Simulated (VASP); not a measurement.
CuSi16 (a cell with a defect): single point with PBE

CuSi16 (a cell with a defect):

```
Si Cu
1.0
     0.00000    5.43000    5.43000
     5.43000    0.00000    5.43000
     5.43000    5.43000    0.00000
Si Cu
16 1
Direct
  0.99365 0.01043 0.00333
  0.10786 0.15789 0.11769
  0.98734 0.00881 0.49975
  0.11961 0.11781 0.63070
  0.99356 0.52920 0.00352
  0.12916 0.62893 0.13852
  0.99097 0.49222 0.51350
  0.11597 0.62003 0.63551
  0.48986 0.00876 0.99714
  0.62106 0.11752 0.12940
  0.49173 0.99187 0.50155
  0.61554 0.11567 0.62527
  0.50388 0.49198 0.00048
  0.62558 0.61979 0.12576
  0.49555 0.49030 0.50536
  0.61829 0.61817 0.62772
  0.25146 0.78704 0.26135
```

```json
{
 "Program": "VASP 6.6.1",
 "Task": "single point",
 "Functional": "PBE",
 "Potentials or basis": "VASP PAW PBE potentials, release 64 (Si, Cu)",
 "Cutoff": "520 eV",
 "k mesh": "2 × 2 × 2",
 "Occupations": "fermi-dirac, width 0.02 eV",
 "Spin": "no spin polarisation"
}
```

The largest force is 0.026 eV/Å.

Forces in eV/Å, atoms in the order of the input:
```
Si  -0.005  0.014 -0.003
Si   0.008 -0.007  0.008
Si  -0.009 -0.007  0.006
Si   0.005 -0.006 -0.005
Si  -0.001 -0.008 -0.003
Si   0.004 -0.005 -0.013
Si  -0.002 -0.006  0.017
Si   0.003  0.018 -0.019
Si   0.001 -0.005 -0.008
Si  -0.002 -0.010  0.004
Si  -0.006 -0.001 -0.001
Si   0.007  0.002  0.001
Si   0.009 -0.001  0.005
Si  -0.014  0.015  0.008
Si   0.000 -0.013  0.003
Si  -0.001  0.003 -0.005
Cu   0.004  0.017  0.004
```

Levels at points of the mesh, in eV from the Fermi level:
```tsv
k point	band 35	band 36	band 37	band 38	band 39	band 40
(0.00, 0.00, 0.00)	-0.63	-0.19	-0.11	0.11	0.53	0.61
(0.50, 0.00, 0.00)	-0.83	-0.82	-0.70	0.56	1.13	1.31
(0.00, 0.50, 0.00)	-0.88	-0.77	-0.76	0.47	1.22	1.33
(0.00, 0.00, 0.50)	-0.84	-0.82	-0.70	0.57	1.13	1.31
(0.50, 0.50, 0.50)	-0.86	-0.69	-0.55	0.55	1.04	1.32
(0.50, 0.50, 0.00)	-1.43	-1.41	-0.98	0.67	1.06	2.01
(0.00, 0.50, 0.50)	-1.43	-1.41	-0.98	0.66	1.06	2.01
(0.50, 0.00, 0.50)	-1.48	-1.40	-1.02	0.68	1.04	2.01
```

Run time: 6.6 min on 1 thread of Intel(R) Xeon(R) Platinum 8488C (Sapphire Rapids), with other jobs on the host, peak memory 0.5 GiB.

Caveat: the k points lie up to 0.50 Å⁻¹ apart; the cell carries a net charge on a neutralising background, which shifts energy and pressure; the cell is charged against a uniform background, so pressure and absolute levels hang on convention.
